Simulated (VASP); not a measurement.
# HPt16 in VASP: single point with PBE+D3(BJ)

Aim: the single point of HPt16 with PBE+D3(BJ).

All numbers are computed with VASP 6.6.1; they aren't measurements. Logs are shortened: lines on timing, memory, paths and dates and some standing lists are left out, and cuts for length are marked.

## Step 1: The cell of the first run

The cell holds a slab with vacuum, 17 atoms: a = 5.556 Å, b = 5.556 Å, c = 25.805 Å, α = 90.00°, β = 90.00°, γ = 120.00°.

## Step 2: Single point, PBE+D3(BJ)

File INCAR:

```
PREC = Accurate
ENCUT = 520
EDIFF = 1E-7
ISMEAR = 0
SIGMA = 0.1
LREAL = Auto
LASPH = T
NELM = 100
ALGO = Normal
ISIF = 2
LWAVE = F
LCHARG = T
LDIPOL = T
IDIPOL = 3
DIPOL = 0.5 0.5 0.471
GGA = PE
IVDW = 12
LELF = T
LVHAR = T
LVACPOTAV = T
NBANDS = 94
```

File KPOINTS:

```
regular mesh
0
Gamma
  6 6 1
```

File POSCAR:

```
HPt16
1.0
    5.5558884610      0.0000000000      0.0000000000
   -2.7779442305      4.8115405478      0.0000000000
    0.0000000000      0.0000000000     25.8045458987
Pt H
16 1
Direct
    0.3333333333      0.1666666667      0.3293993250
    0.3333333333      0.6666666667      0.3293993250
    0.8333333333      0.1666666667      0.3293993250
    0.8333333333      0.6666666667      0.3293993250
    0.6666666667      0.3333333333      0.4172978671
    0.6666666667      0.8333333333      0.4172978671
    0.1666666667      0.3333333333      0.4172978671
    0.1666666667      0.8333333333      0.4172978671
    0.0003957636      0.4996042364      0.5048386153
    0.0003957636      0.0007915272      0.5048386153
    0.4992084728      0.4996042364      0.5048386153
    0.5000000000      0.0000000000      0.5053253585
    0.3365191417      0.6730382834      0.5953458068
    0.3365191417      0.1634808583      0.5953458068
    0.8333333333      0.6666666667      0.5930838393
    0.8269617166      0.1634808583      0.5953458068
    0.1666666667      0.3333333333      0.6293691052
```

Potentials or basis: VASP PAW PBE potentials, release 64 (Pt, H).

Launch:

```console
cat potpaw_PBE.64/Pt/POTCAR potpaw_PBE.64/H/POTCAR > POTCAR
mpirun -np 1 vasp_std > vasp.out
```

OUTCAR:

```text
PREC = Accurate
   ENCUT = 520
   EDIFF = 1E-7
   ISMEAR = 0
   LREAL = Auto
   LASPH = T
   NELM = 100
   ISIF = 2
   GGA = PE
   IVDW = 12
 IVDW          = 12

 ion  position               nearest neighbor table
   1  0.333  0.167  0.329-   7 2.78   8 2.78   5 2.78   4 2.78   2 2.78   2 2.78   4 2.78   3 2.78
                             3 2.78
   2  0.333  0.667  0.329-   8 2.78   7 2.78   6 2.78   3 2.78   1 2.78   1 2.78   3 2.78   4 2.78
                             4 2.78
   3  0.833  0.167  0.329-   5 2.78   6 2.78   7 2.78   4 2.78   2 2.78   4 2.78   2 2.78   1 2.78
                             1 2.78
   4  0.833  0.667  0.329-   6 2.78   5 2.78   8 2.78   3 2.78   1 2.78   3 2.78   1 2.78   2 2.78
                             2 2.78
   5  0.667  0.333  0.417-   9 2.77  11 2.77   3 2.78   4 2.78   1 2.78   6 2.78   8 2.78   6 2.78
                             8 2.78   7 2.78   7 2.78  12 2.78
   6  0.667  0.833  0.417-  11 2.77  10 2.77   4 2.78   3 2.78   2 2.78   5 2.78   7 2.78   5 2.78
                             7 2.78   8 2.78   8 2.78  12 2.78
   7  0.167  0.333  0.417-  10 2.77  11 2.77   9 2.77   1 2.78   2 2.78   3 2.78   8 2.78   6 2.78
                             8 2.78   6 2.78   5 2.78   5 2.78
   8  0.167  0.833  0.417-   9 2.77  10 2.77   2 2.78   1 2.78   4 2.78   5 2.78   7 2.78   7 2.78
                             5 2.78   6 2.78   6 2.78  12 2.78
   9  0.000  0.500  0.505-   7 2.77  10 2.77  11 2.77   8 2.77   5 2.77  12 2.78  12 2.78  10 2.78
                            11 2.78  15 2.79  16 2.84  13 2.84
  10  0.000  0.001  0.505-   7 2.77   9 2.77  11 2.77   6 2.77   8 2.77  12 2.78  12 2.78   9 2.78
                            11 2.78  15 2.79  16 2.84  14 2.84
  11  0.499  0.500  0.505-   7 2.77  10 2.77   9 2.77   6 2.77   5 2.77  12 2.78  12 2.78  10 2.78
                             9 2.78  15 2.79  14 2.84  13 2.84
  12  0.500  0.000  0.505-  11 2.78   9 2.78   9 2.78  11 2.78  10 2.78  10 2.78   5 2.78   8 2.78
                             6 2.78  13 2.81  14 2.81  16 2.81
  13  0.337  0.673  0.595-  17 1.86  16 2.72  14 2.72  15 2.78  15 2.78  12 2.81  14 2.83  16 2.83
                            11 2.84   9 2.84
  14  0.337  0.163  0.595-  17 1.86  13 2.72  16 2.72  15 2.78  15 2.78  12 2.81  13 2.83  16 2.83
                            11 2.84  10 2.84
  15  0.833  0.667  0.593-  16 2.78  13 2.78  14 2.78  14 2.78  16 2.78  13 2.78  10 2.79  11 2.79
                             9 2.79
  16  0.827  0.163  0.595-  17 1.86  13 2.72  14 2.72  15 2.78  15 2.78  12 2.81  13 2.83  14 2.83
                             9 2.84  10 2.84
  17  0.167  0.333  0.629-  14 1.86  13 1.86  16 1.86

  LATTYP: Found a hexagonal cell.
 ALAT       =     5.5558884610
 C/A-ratio  =     4.6445399471

  Lattice vectors:

 A1 = (   5.5558884610,   0.0000000000,   0.0000000000)
 A2 = (  -2.7779442305,   4.8115405478,   0.0000000000)
 A3 = (   0.0000000000,   0.0000000000,  25.8045458987)

Analysis of symmetry for initial positions (statically):
=====================================================================
 Subroutine PRICEL returns:
 Original cell was already a primitive cell.

 Routine SETGRP: Setting up the symmetry group for a
 hexagonal supercell.

 Subroutine GETGRP returns: Found  6 space group operations
 (whereof  2 operations were pure point group operations)
 out of a pool of 24 trial point group operations.

The static configuration has the point symmetry C_1h.
 The point group associated with its full space group is C_3v.

Analysis of symmetry for dynamics (positions and initial velocities):
=====================================================================
 Subroutine PRICEL returns:
 Original cell was already a primitive cell.

 Routine SETGRP: Setting up the symmetry group for a
 hexagonal supercell.

 Subroutine GETGRP returns: Found  6 space group operations
 (whereof  2 operations were pure point group operations)
 out of a pool of 24 trial point group operations.

The dynamic configuration has the point symmetry C_1h.
 The point group associated with its full space group is C_3v.

 Subroutine INISYM returns: Found  6 space group operations
 (whereof  2 operations are pure point group operations),
 and found     1 'primitive' translations

----------------------------------------------------------------------------------------

                                     Primitive cell

  volume of cell :     689.8170

  direct lattice vectors                    reciprocal lattice vectors
     5.555888461  0.000000000  0.000000000     0.179989215  0.103916821  0.000000000
    -2.777944231  4.811540548  0.000000000     0.000000000  0.207833643  0.000000000
     0.000000000  0.000000000 25.804545899     0.000000000  0.000000000  0.038752862

[... 57 lines left out ...]
  Length of vectors
     0.034638940  0.034638940  0.038752862

  Shift w.r.t. Gamma in fractional coordinates (k-lattice)
     0.000000000  0.000000000  0.000000000

 Subroutine IBZKPT returns following result:
 ===========================================

 Found      7 irreducible k-points:

 Following reciprocal coordinates:
            Coordinates               Weight
  0.000000  0.000000  0.000000      1.000000
  0.166667  0.000000  0.000000      6.000000
  0.333333  0.000000  0.000000      6.000000
  0.500000  0.000000  0.000000      3.000000
  0.166667  0.166667  0.000000      6.000000
  0.333333  0.166667  0.000000     12.000000
  0.333333  0.333333  0.000000      2.000000
   k-points           NKPTS =      7   k-points in BZ     NKDIM =      7   number of bands    NBANDS=     94
   number of dos      NEDOS =    301   number of ions     NIONS =     17
   total plane-waves  NPLWV = 338688
   dimension x,y,z NGX =    42 NGY =   42 NGZ =  192
   dimension x,y,z NGXF=    84 NGYF=   84 NGZF=  384
   ions per type =              16   1
   NGX,Y,Z   is equivalent  to a cutoff of  12.57, 12.57, 12.37 a.u.
   NGXF,Y,Z  is equivalent  to a cutoff of  25.13, 25.13, 24.74 a.u.
 SYSTEM =  unknown system
   PREC   = accura    normal or accurate (medium, high low for compatibility)
   ISTART =      0    job   : 0-new  1-cont  2-samecut
   ICHARG =      2    charge: 1-file 2-atom 10-const
   ISPIN  =      1    spin polarized calculation?
   LNONCOLLINEAR =      F non collinear calculations
   LSORBIT =      F    spin-orbit coupling
   LASPH  =      T    aspherical Exc in radial PAW
   ENCUT  =  520.0 eV  38.22 Ry    6.18 a.u.  10.33 10.33 47.98*2*pi/ulx,y,z
   NELM   =    100;   NELMIN=  2; NELMDL= -5     # of ELM steps
   EDIFF  = 0.1E-06   stopping-criterion for ELM
   LREAL  =      T    real-space projection
   EDIFFG = 0.1E-05   stopping-criterion for IOM
   NSW    =      0    number of steps for IOM
   IBRION =     -1    ionic relax: 0-MD 1-quasi-New 2-CG
   NFREE  =      0    steps in history (QN), initial steepest desc. (CG)
   ISIF   =      2    stress and relaxation
   ISYM   =      2    0-nonsym 1-usesym 2-fastsym
   POTIM  = 0.5000    time-step for ionic-motion
   TEBEG  =    0.0;   TEEND  =   0.0 temperature during run
   PSTRESS=    0.0 pullay stress
   NELECT =     161.0000    total number of electrons
   NUPDOWN=      -1.0000    fix difference up-down
   EMIN   =  10.00;   EMAX   =-10.00  energy-range for DOS
   EFERMI =   0.00;   METHOD = LEGACY
   ISMEAR =     0;   SIGMA  =   0.10  broadening in eV -4-tet -1-fermi 0-gaus
   EFERMI_NEDOS =   21; number of points for ismear=-14 and -15
   IALGO  =     38    algorithm
   IMIX   =      4    mixing-type and parameters
     AMIX     =   0.40;   BMIX     =  1.00
     AMIX_MAG =   1.60;   BMIX_MAG =  1.00
  volume/ion in A,a.u.               =      40.58       273.83
  Fermi-wavevector in a.u.,A,eV,Ry     =   1.007950  1.904749 13.823008  1.015962
  Thomas-Fermi vector in A             =   2.140786
   LORBIT       =      0    0 simple, 1 ext, 2 COOP (PROOUT), +10 PAW based schemes
   GGA     = PE    functional components
   LHFCALC =     F    Hartree Fock is set to
   AEXX    =    0.0000 exact exchange contribution
   IVDW    =    12    specifies the selected vdW correction
   LEPSILON=     F    determine dielectric tensor
   LRPA    =     F    only Hartree local field effects (RPA)
 non-spin polarized calculation
 Gauss-broadening in eV      SIGMA  =   0.10
  energy-cutoff  :      520.00
  volume of cell :      689.82
 maximum number of plane-waves:     18605
 NGX is ok and might be reduce to    42
   NGX = 21   NGY = 21   NGZ = 95

 dipolmoment           0.000000      0.000000      0.035166 electrons x Angstroem

 number of electron     161.0000012 magnetization

 dipolmoment           0.000000      0.000000     -0.011541 electrons x Angstroem

 Free energy of the ion-electron system (eV)
  ---------------------------------------------------
  ext. energy  EPLUGINS =         0.00000000
  ---------------------------------------------------
  free energy    TOTEN  =       -96.79658593 eV

  energy without entropy =      -96.67009964  energy(sigma->0) =      -96.73334279

 E-fermi :   0.2852     XC(G=0):  -5.4969

 val. band max:        0.2797005261   @ k =   0.3333   0.0000   0.0000
 cond. band min:       0.2900668753   @ k =   0.5000   0.0000   0.0000
 fundamental gap:      0.0103663492
 Fermi energy:         0.2851509401

 k-point     1 :       0.0000    0.0000    0.0000
  band No.  band energies     occupation
      1      -9.3409      2.00000
      2      -8.4121      2.00000
      3      -7.4615      2.00000
      4      -6.7703      2.00000
      5      -6.5307      2.00000
      6      -6.4810      2.00000
[... 654 lines left out ...]
     91       3.0778      0.00000
     92       3.1639      0.00000
 [bands above 92 left out]

------------------------ aborting loop because EDIFF is reached ----------------------------------------

 Edisp (eV)   -9.30621

 E8    (eV) :    -4.3989

  FORCE on cell =-STRESS in cart. coord.  units (eV):
  Direction    XX          YY          ZZ          XY          YZ          ZX
  --------------------------------------------------------------------------------------
  -------------------------------------------------------------------------------------
  Total     -15.84284   -15.84284     0.99128     0.00000     0.00000     0.00000
  in kB     -36.79677   -36.79677     2.30235     0.00000     0.00000     0.00000
  external pressure =      -23.76 kB  Pullay stress =        0.00 kB

 VOLUME and BASIS-vectors are now :
 -----------------------------------------------------------------------------
  energy-cutoff  :      520.00
  volume of cell :      689.82
      direct lattice vectors                 reciprocal lattice vectors
     5.555888461  0.000000000  0.000000000     0.179989215  0.103916821  0.000000000
    -2.777944231  4.811540548  0.000000000     0.000000000  0.207833643  0.000000000
     0.000000000  0.000000000 25.804545899     0.000000000  0.000000000  0.038752862

 POSITION                                       TOTAL-FORCE (eV/Angst)
 -----------------------------------------------------------------------------------
      1.38897      0.80192      8.50000        -0.014679      0.008475     -0.163900
     -0.00000      3.20769      8.50000         0.000000     -0.016950     -0.163900
      4.16692      0.80192      8.50000         0.014679      0.008475     -0.163900
      2.77794      3.20769      8.50000         0.000000     -0.000000     -0.230777
      2.77794      1.60385     10.76818         0.000000      0.000149      0.187235
      1.38897      4.00962     10.76818         0.000129     -0.000074      0.187235
[... 9 lines left out ...]
      4.14037      0.78659     15.36263        -0.012197     -0.007042     -0.014901
      0.00000      1.60385     16.24058         0.000000     -0.000000      0.016415
 -----------------------------------------------------------------------------------
    total drift:                                0.000000     -0.000000      0.008802

  FREE ENERGIE OF THE ION-ELECTRON SYSTEM (eV)
  ---------------------------------------------------
  free  energy   TOTEN  =      -106.1027935586 eV

  energy  without entropy=     -105.9763072661  energy(sigma->0) =     -106.03955041

 vacuum level on the upper side and lower side of the slab         5.846         5.926
```

It took 14 min on 1 thread of Intel Xeon 6975P-C (Granite Rapids), shared host; peak memory 0.82 GiB.

What came out:

* Free energy: -106.1028 eV
* Largest force: 0.268 eV/Å
* Dispersion energy per atom: -0.547 eV

Forces on the atoms (eV/Å):
```
Pt  -0.015  0.008 -0.164
Pt   0.000 -0.017 -0.164
Pt   0.015  0.008 -0.164
Pt   0.000  0.000 -0.231
Pt   0.000  0.000  0.187
Pt   0.000  0.000  0.187
Pt   0.000  0.000  0.268
Pt   0.000  0.000  0.187
Pt   0.003 -0.002 -0.010
Pt   0.000  0.004 -0.010
Pt  -0.003 -0.002 -0.010
Pt   0.000  0.000 -0.023
Pt   0.000  0.014 -0.015
Pt   0.012 -0.007 -0.015
Pt   0.000  0.000 -0.027
Pt  -0.012 -0.007 -0.015
H    0.000  0.000  0.016
```

Caveat: spin-orbit coupling is left out, which moves the levels of the heavy elements.
